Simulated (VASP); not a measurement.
Input of a VASP 6.6.1 run:

Contents of INCAR:

```
SYSTEM = Gd3PbC
PREC = Accurate ; ENCUT = 520
EDIFF = 1E-7 ; ISMEAR = -1
SIGMA = 0.1 ; LREAL = .FALSE.
LASPH = .TRUE. ; NELM = 150
ALGO = Normal ; ISIF = 2
LWAVE = .FALSE. ; LCHARG = .FALSE.
ISPIN = 2 ; MAGMOM = 9.1 9.1 9.1 0 0
LORBIT = 11 ; LMAXMIX = 6
GGA = PS ; NBANDS = 48
```

KPOINTS

```
regular mesh
0
G
  5 5 5
  0 0 0
```

POSCAR

```
Gd3PbC
1.0
    5.7887330000      0.0000000000      0.0000000000
    0.0000000000      5.7887330000      0.0000000000
    0.0000000000      0.0000000000      5.7887330000
Gd Pb C
3 1 1
Direct
    0.0000000000      0.5000000000      0.5000000000
    0.5000000000      0.5000000000      0.0000000000
    0.5000000000      0.0000000000      0.5000000000
    0.5000000000      0.5000000000      0.5000000000
    0.0000000000      0.0000000000      0.0000000000
```

Potentials or basis: VASP PAW PBE potentials, release 64 (Gd, Pb_d, C).

Run with:

```bash
$ cat potpaw_PBE.64/Gd/POTCAR potpaw_PBE.64/Pb_d/POTCAR potpaw_PBE.64/C/POTCAR > POTCAR
$ mpirun -np 1 vasp_std > vasp.out
```

(1) Predict the site moments.

(2) What does it give for the net moment?

(3) Predict the pressure.

Results:

(1) Gd +6.76; Pb -0.05; C -0.45 μB.

(2) 20.92 μB per cell.

(3) -1.0 GPa.

Caveat: the highest band is partly filled, so the run has too few bands; the PAW data sets were made with another functional, which shifts forces and pressure a little.
